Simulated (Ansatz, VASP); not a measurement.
**Nb: VASP beside Ansatz**

File INCAR:

```
SYSTEM = Nb
ALGO     = Normal         ! electronic algorithm
EDIFF    = 1E-6           ! SCF threshold, eV
ENCUT    = 500            ! plane-wave cutoff, eV
GGA      = PS             ! functional
GGA_COMPAT= .False.      
ISIF     = 2              ! what is computed and relaxed
ISMEAR   = -1             ! smearing method
LASPH    = .True.         ! aspherical terms in the spheres
LCHARG   = .True.         ! write CHGCAR
LELF     = .True.         ! ELF
LREAL    = .False.        ! projectors in reciprocal space
LVHAR    = .True.       
LWAVE    = .False.        ! write WAVECAR
NBANDS   = 12             ! bands
NELM     = 120            ! most SCF steps
PREC     = Accurate       ! precision mode
SIGMA    = 0.05           ! smearing width, eV
```

KPOINTS

```
k-points
0
Gamma
  8 8 8
  0 0 0
```

The input POSCAR:

```
Nb
1.0
   -1.6639500000      1.6639500000      1.6639500000
    1.6639500000     -1.6639500000      1.6639500000
    1.6639500000      1.6639500000     -1.6639500000
Nb
1
Direct
    0.0000000000      0.0000000000      0.0000000000
```

File input.yaml:

```yaml
crystal:
  lattice:
    - [-1.66395, 1.66395, 1.66395]
    - [1.66395, -1.66395, 1.66395]
    - [1.66395, 1.66395, -1.66395]
  atoms:
    - { symbol: Nb, position: [0.0, 0.0, 0.0] }
kpoints:
  mp_grid: { grid: [8, 8, 8] }
  band_path:
    path:
      - [0.0, 0.0, 0.0]
      - [0.5, -0.5, 0.5]
      - [0.0, 0.0, 0.5]
      - [0.0, 0.0, 0.0]
      - [0.25, 0.25, 0.25]
      - [0.5, -0.5, 0.5]
    npoints: 6
scf:
  occupations: { method: fermi_dirac, width: 0.05 }
hamiltonian:
  xc: pbesol
  pseudopotentials: { kind: all_electron, lapw: { basis_error: 0.001 } }
output:
  forces: true
  stress: true
  eigenvalues: true
```

Alike in both runs: functional PBEsol; k mesh 8 × 8 × 8; occupations fermi-dirac, width 0.05 eV; no spin polarisation.

```csv
,VASP,Ansatz
version,VASP 6.6.1,Ansatz 0.2.0
potentials or method,"VASP PAW PBE potentials, release 64 (Nb_sv), cutoff 500 eV","all-electron LAPW, scalar-relativistic"
task,single point,band structure
```

VASP gave:

| Item | Value |
| --- | --- |
| gap on the k mesh at the Fermi level (eV) | none |
| pressure (GPa) | -8.5 |

Problem. Estimate Ansatz's values.

Solution. gap on the k mesh at the Fermi level (eV): none; pressure (GPa): -8.1.

VASP's potentials were made for PBE, not for PBEsol. A gap of «none» marks a metal or a gap that the smearing closes. Ansatz ran all-electron here, and VASP with PAW potentials.

Noted on Ansatz's run: the k mesh is thin for a metal, which can move the energy by tens of meV per atom.
